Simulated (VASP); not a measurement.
# MgO (P2_1) in VASP: further runs

Runs on MgO. Level: PBEsol. Tasks: single point.

Program: VASP 6.6.1. These are calculated values, not measurements. Logs are shortened: lines on timing, memory, paths and dates and some standing lists are left out, and cuts for length are marked.

### Step 1. The cell of the first run

It takes space group P2_1 (No. 4, monoclinic). The conventional cell has a = 3.303 Å, b = 5.019 Å, c = 3.303 Å, α = 90.00°, β = 120.00°, γ = 90.00°. Within 2.6 Å of Mg (site symmetry 1) lie 4 O at 1.97 to 2.00 Å. Within 2.6 Å of O (site symmetry 1) lie 4 Mg at 1.97 to 2.00 Å.

### Step 2. Single point, PBEsol (mode 4 frozen in at -0.072 Å and mode 5 at +0.036 Å (largest displacements))

Input file INCAR:

```
SYSTEM = MgO
  PREC = Accurate
  ENCUT = 520
  EDIFF = 1E-6
  ISMEAR = 0
  SIGMA = 0.05
  LREAL = .FALSE.
  LASPH = .TRUE.
  NELM = 80
  ALGO = Normal
  ISIF = 2
  LWAVE = .FALSE.
  LCHARG = .FALSE.
  GGA = PS
  NBANDS = 16
```

Input file KPOINTS:

```
regular mesh
0
G
  9 9 6
  0 0 0
```

Input file POSCAR:

```
MgO
1.0
    3.3034677759      0.0000000000      0.0000000000
   -1.6517338880      2.8608870145      0.0000000000
    0.0000000000      0.0000000000      5.0193881071
Mg O
2 2
Direct
    0.3178298098      0.6792501765      0.0036583441
    0.6821701902      0.3207498235      0.5036583441
    0.3477159798      0.6549929221      0.4009416559
    0.6522840202      0.3450070779      0.9009416559
```

Potentials or basis: VASP PAW PBE potentials, release 64 (Mg, O).

Run with:

```
> cat potpaw_PBE.64/Mg/POTCAR potpaw_PBE.64/O/POTCAR > POTCAR
> mpirun -np 1 vasp_std > vasp.out
```

OUTCAR:

```text
SYSTEM = MgO
   PREC = Accurate
   ENCUT = 520
   EDIFF = 1E-6
   ISMEAR = 0
   LREAL = .FALSE.
   LASPH = .TRUE.
   NELM = 80
   ISIF = 2
   GGA = PS

 ion  position               nearest neighbor table
   1  0.318  0.679  0.004-   4 1.97   4 1.97   4 1.98   3 2.00   2 3.10   2 3.10   2 3.11   2 3.11
                             2 3.25   2 3.25
   2  0.682  0.321  0.504-   3 1.97   3 1.97   3 1.98   4 2.00   1 3.10   1 3.10   1 3.11   1 3.11
                             1 3.25   1 3.25
   3  0.348  0.655  0.401-   2 1.97   2 1.97   2 1.98   1 2.00
   4  0.652  0.345  0.901-   1 1.97   1 1.97   1 1.98   2 2.00

  LATTYP: Found a hexagonal cell.
 ALAT       =     3.3034677759
 C/A-ratio  =     1.5194300195

  Lattice vectors:

 A1 = (   3.3034677759,   0.0000000000,   0.0000000000)
 A2 = (  -1.6517338880,   2.8608870145,   0.0000000000)
 A3 = (   0.0000000000,   0.0000000000,   5.0193881071)

Analysis of symmetry for initial positions (statically):
=====================================================================
 Subroutine PRICEL returns:
 Original cell was already a primitive cell.

 Routine SETGRP: Setting up the symmetry group for a
 hexagonal supercell.

 Subroutine GETGRP returns: Found  2 space group operations
 (whereof  1 operations were pure point group operations)
 out of a pool of 24 trial point group operations.

The static configuration has the point symmetry C_1 .
 The point group associated with its full space group is C_2 .

Analysis of symmetry for dynamics (positions and initial velocities):
=====================================================================
 Subroutine PRICEL returns:
 Original cell was already a primitive cell.

 Routine SETGRP: Setting up the symmetry group for a
 hexagonal supercell.

 Subroutine GETGRP returns: Found  2 space group operations
 (whereof  1 operations were pure point group operations)
 out of a pool of 24 trial point group operations.

The dynamic configuration has the point symmetry C_1 .
 The point group associated with its full space group is C_2 .

 Subroutine INISYM returns: Found  2 space group operations
 (whereof  1 operations are pure point group operations),
 and found     1 'primitive' translations

----------------------------------------------------------------------------------------

                                     Primitive cell

  volume of cell :      47.4375

  direct lattice vectors                    reciprocal lattice vectors
     3.303467776  0.000000000  0.000000000     0.302712201  0.174770971  0.000000000
    -1.651733888  2.860887014  0.000000000     0.000000000  0.349541941  0.000000000
     0.000000000  0.000000000  5.019388107     0.000000000  0.000000000  0.199227471
[... 90 lines left out ...]
   EDIFFG = 0.1E-04   stopping-criterion for IOM
   NSW    =      0    number of steps for IOM
   IBRION =     -1    ionic relax: 0-MD 1-quasi-New 2-CG
   NFREE  =      0    steps in history (QN), initial steepest desc. (CG)
   ISIF   =      2    stress and relaxation
   ISYM   =      2    0-nonsym 1-usesym 2-fastsym
   POTIM  = 0.5000    time-step for ionic-motion
   TEBEG  =    0.0;   TEEND  =   0.0 temperature during run
   PSTRESS=    0.0 pullay stress
   NELECT =      16.0000    total number of electrons
   NUPDOWN=      -1.0000    fix difference up-down
   EMIN   =  10.00;   EMAX   =-10.00  energy-range for DOS
   EFERMI =   0.00;   METHOD = LEGACY
   ISMEAR =     0;   SIGMA  =   0.05  broadening in eV -4-tet -1-fermi 0-gaus
   EFERMI_NEDOS =   21; number of points for ismear=-14 and -15
   IALGO  =     38    algorithm
   IMIX   =      4    mixing-type and parameters
     AMIX     =   0.40;   BMIX     =  1.00
     AMIX_MAG =   1.60;   BMIX_MAG =  1.00
  volume/ion in A,a.u.               =      11.86        80.03
  Fermi-wavevector in a.u.,A,eV,Ry     =   1.139570  2.153475 17.668792  1.298620
  Thomas-Fermi vector in A             =   2.276273
   LORBIT       =      0    0 simple, 1 ext, 2 COOP (PROOUT), +10 PAW based schemes
   GGA     = PS    functional components
   LHFCALC =     F    Hartree Fock is set to
   AEXX    =    0.0000 exact exchange contribution
   IVDW    =     0    specifies the selected vdW correction
   LEPSILON=     F    determine dielectric tensor
   LRPA    =     F    only Hartree local field effects (RPA)
 non-spin polarized calculation
 Gauss-broadening in eV      SIGMA  =   0.05
  energy-cutoff  :      520.00
  volume of cell :       47.44
 maximum number of plane-waves:      1296
 NGX is ok and might be reduce to    28
   NGX = 13   NGY = 13   NGZ = 19

 number of electron      15.9999998 magnetization

 Free energy of the ion-electron system (eV)
  ---------------------------------------------------
  ext. energy  EPLUGINS =         0.00000000
  ---------------------------------------------------
  free energy    TOTEN  =       -24.51767641 eV

  energy without entropy =      -24.51767641  energy(sigma->0) =      -24.51767641

 E-fermi :   1.2951     XC(G=0):  -9.9604

 val. band max:        1.0016370790   @ k =   0.0000   0.0000   0.0000
 cond. band min:       4.3117868669   @ k =   0.0000   0.0000   0.0000
 fundamental gap:      3.3101497880
 Fermi energy:         1.2950602043

 k-point     1 :       0.0000    0.0000    0.0000
  band No.  band energies     occupation
      1     -15.1697      2.00000
      2     -14.3569      2.00000
      3      -2.3238      2.00000
      4       0.2042      2.00000
      5       0.2868      2.00000
      6       0.4990      2.00000
[... 433 lines left out ...]
      3      -1.9067      2.00000
      4      -1.1135      2.00000
      5      -0.9535      2.00000
      6      -0.3585      2.00000
[... 8 lines left out ...]
     15      15.1308      0.00000
     16      16.6050      0.00000

 [... further k-points ...]
[... 5 lines left out ...]
  --------------------------------------------------------------------------------------
  -------------------------------------------------------------------------------------
  Total       -0.1953426     -0.1135216     -0.0687653      0.0594691      0.0000000      0.0000000
  in kB       -6.5976006     -3.8341369     -2.3225138      2.0085379      0.0000000      0.0000000
  external PRESSURE =      -4.2514171 kB  Pullay stress =       0.0000000 kB

 VOLUME and BASIS-vectors are now :
 -----------------------------------------------------------------------------
  energy-cutoff  :      520.00
  volume of cell :       47.44
      direct lattice vectors                 reciprocal lattice vectors
     3.303467776  0.000000000  0.000000000     0.302712201  0.174770971  0.000000000
    -1.651733888  2.860887014  0.000000000     0.000000000  0.349541941  0.000000000
     0.000000000  0.000000000  5.019388107     0.000000000  0.000000000  0.199227471

 POSITION                                       TOTAL-FORCE (eV/Angst)
 -----------------------------------------------------------------------------------
     -0.07200      1.94326      0.01836         0.219126     -0.105108      0.038280
      1.72373      0.91763      2.52806        -0.219126      0.105108      0.038280
      0.06679      1.87386      2.01248        -0.153986      0.079468     -0.038280
      1.58494      0.98703      4.52218         0.153986     -0.079468     -0.038280
 -----------------------------------------------------------------------------------
    total drift:                               -0.000000     -0.000000      0.001426

  FREE ENERGIE OF THE ION-ELECTRON SYSTEM (eV)
  ---------------------------------------------------
  free  energy   TOTEN  =       -24.5176764084 eV

  energy  without entropy=      -24.5176764084  energy(sigma->0) =      -24.51767641
```

OSZICAR:

```text
N       E                     dE             d eps       ncg     rms          rms(c)
DAV:   1     0.594542181740E+02    0.59454E+02   -0.74397E+03  5248   0.882E+02
DAV:   2    -0.243504734799E+02   -0.83805E+02   -0.77245E+02  7288   0.194E+02
DAV:   3    -0.283687598038E+02   -0.40183E+01   -0.40096E+01  5816   0.442E+01
DAV:   4    -0.283854910894E+02   -0.16731E-01   -0.16731E-01  6560   0.334E+00
DAV:   5    -0.283855740437E+02   -0.82954E-04   -0.82954E-04  5952   0.225E-01    0.109E+01
DAV:   6    -0.246244760838E+02    0.37611E+01   -0.10717E+01  5248   0.244E+01    0.383E+00
DAV:   7    -0.245485742006E+02    0.75902E-01   -0.17080E-01  5288   0.329E+00    0.215E+00
DAV:   8    -0.245196350727E+02    0.28939E-01   -0.93662E-02  5728   0.327E+00    0.491E-01
DAV:   9    -0.245173499846E+02    0.22851E-02   -0.32408E-03  6560   0.507E-01    0.171E-01
DAV:  10    -0.245176700296E+02   -0.32004E-03   -0.73424E-04  5352   0.191E-01    0.139E-02
DAV:  11    -0.245176771614E+02   -0.71318E-05   -0.15989E-05  6720   0.263E-02    0.146E-02
DAV:  12    -0.245176764084E+02    0.75307E-06   -0.36629E-06  5344   0.169E-02
   1 F= -.24517676E+02 E0= -.24517676E+02  d E =-.641660E-19
```

Wall time 3.5 min (1 thread of Intel Xeon 8259CL, shared host); peak memory 0.26 GiB.

What came out:

| Quantity | Value |
| --- | --- |
| Free energy | -24.5177 eV |
| Pressure | -0.4 GPa |
| Largest force | 0.246 eV/Å |
| Band gap on the k mesh | 3.31 eV, direct |

Forces in eV/Å, atoms in the order of the input:
```
Mg   0.219 -0.105  0.038
Mg  -0.219  0.105  0.038
O   -0.154  0.079 -0.038
O    0.154 -0.079 -0.038
```

Caveat: the cell differs from its parent crystal (mode 4 frozen in at -0.072 Å and mode 5 at +0.036 Å (largest displacements)); the PAW data sets were made with another functional, which shifts forces and pressure a little.

### Step 3. Single point, PBEsol (mode 4 frozen in at -0.072 Å and mode 5 at +0.108 Å (largest displacements))

Input file INCAR:

```
SYSTEM = MgO
  ALGO = Normal
  EDIFF = 1E-7
  ENCUT = 520
  GGA = PS
  ISIF = 2
  ISMEAR = 0
  LASPH = .TRUE.
  LCHARG = .TRUE.
  LELF = .TRUE.
  LREAL = .FALSE.
  LVHAR = .TRUE.
  LWAVE = .FALSE.
  NBANDS = 16
  NELM = 100
  PREC = Accurate
  SIGMA = 0.05
```

Input file KPOINTS:

```
k-points
0
G
  9 9 6
  0 0 0
```

Input file POSCAR:

```
MgO
1.0
    3.3034677759      0.0000000000      0.0000000000
   -1.6517338880      2.8608870145      0.0000000000
    0.0000000000      0.0000000000      5.0193881071
Mg O
2 2
Direct
    0.3304133197      0.7044171963      0.0036583441
    0.6695866803      0.2955828037      0.5036583441
    0.3360422352      0.6316454330      0.4009416559
    0.6639577648      0.3683545670      0.9009416559
```

Potentials or basis: VASP PAW PBE potentials, release 64 (Mg, O).

Run with:

```
> cat potpaw_PBE.64/Mg/POTCAR potpaw_PBE.64/O/POTCAR > POTCAR
> mpirun -np 1 vasp_std > vasp.out
```

Run time: 3 min. Hardware: 1 thread of Intel Xeon 8259CL, shared host; peak memory 0.26 GiB.

It converged, with:

| Property | Result |
| --- | --- |
| Free energy | -24.4642 eV |
| Pressure | -0.6 GPa |
| Largest force | 0.429 eV/Å |
| Band gap on the k mesh | 3.24 eV, direct |

Forces in eV/Å, atoms in the order of the input:
```
Mg   0.183 -0.376  0.093
Mg  -0.183  0.376  0.093
O   -0.173  0.205 -0.093
O    0.173 -0.205 -0.093
```

Stress tensor (GPa, compression positive):
```
-0.72  0.50  0.00
 0.50 -0.98  0.00
 0.00  0.00 -0.08
```

Levels at points of the mesh, in eV from the valence-band top:
```csv
k point,band 4,band 5,band 6,band 7,band 8,band 9,band 10,band 11,band 12,band 13
"(0.00, 0.00, 0.00)",-0.85,-0.73,-0.59,-0.36,0.00,3.24,8.26,10.03,13.63,14.34
"(0.00, 0.00, 0.50)",-2.08,-0.66,-0.66,-0.61,-0.61,5.75,5.75,12.88,12.88,14.35
```

Caveat: the cell differs from its parent crystal (mode 4 frozen in at -0.072 Å and mode 5 at +0.108 Å (largest displacements)); the PAW data sets were made with another functional, which shifts forces and pressure a little. A k mesh can miss the band edges.
